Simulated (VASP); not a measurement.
Na2Al2O:

```
Na Al O
1.0
     2.62400   -2.80051    0.00000
     2.62400    2.80051    0.00000
     0.00000    0.00000    6.29623
Na Al O
2 2 1
Direct
  0.00000 0.50000 0.50000
  0.50000 0.00000 0.50000
  0.50000 0.50000 0.17260
  0.50000 0.50000 0.82740
  0.00000 0.00000 0.50000
```

The cell was generated, and may not be a known phase.

| Item | Value |
| --- | --- |
| Program | VASP 6.6.1 |
| Task | relaxation of cell and atoms |
| Functional | PBE |
| Potentials or basis | VASP PAW PBE potentials, release 64 (Na_sv, Al, O) |
| Cutoff | 1130 eV |
| k mesh | 4 × 4 × 4 |
| Occupations | gaussian, width 0.1 eV |
| Spin | no spin polarisation |

At the start: pressure 22.2 GPa; volume 18.51 Å³/atom.

**Question.** Where does the relaxation end?

**Answer.** Over 14 steps the energy falls by 500.3 meV/atom and the volume is 29.42 Å³/atom (+58.9 %); space group Cmmm (No. 65, to 0.1 Å) before and after.

The path:
```csv
step,energy change (eV),largest force (eV/Å),pressure (GPa),volume (Å³)
1,0.0000,2.5306,22.21,92.54
2,-2.2970,0.6883,1.66,131.30
3,-2.3100,0.7361,1.10,134.17
4,-2.3072,0.8062,0.16,140.02
5,-2.3129,0.7770,0.59,137.21
6,-2.3703,0.5807,0.17,139.97
7,-2.4196,0.1574,-0.38,145.21
8,-2.4203,0.0939,-0.44,145.92
9,-2.4544,0.0181,-0.20,144.98
10,-2.4887,0.1453,0.45,142.77
11,-2.4889,0.1638,0.54,142.48
12,-2.5000,0.0581,0.09,146.23
13,-2.5002,0.0353,0.13,145.79
14,-2.5015,0.0057,-0.03,147.08
```

Final structure:
```xyz
5
Lattice="3.0057 -3.0582 0.0000 3.0057 3.0582 0.0000 0.0000 0.0000 8.0004" Properties=species:S:1:pos:R:3 pbc="T T T"
Na    1.5029    1.5291    4.0002
Na    1.5029   -1.5291    4.0002
Al    3.0057    0.0000    1.3299
Al    3.0057    0.0000    6.6705
O     0.0000    0.0000    4.0002
```

Caveat: the k points lie up to 0.37 Å⁻¹ apart in the final cell, too coarse for converged energies and pressures of a metal; the volume moved by over 15 % at a fixed basis, so the end points are rough.
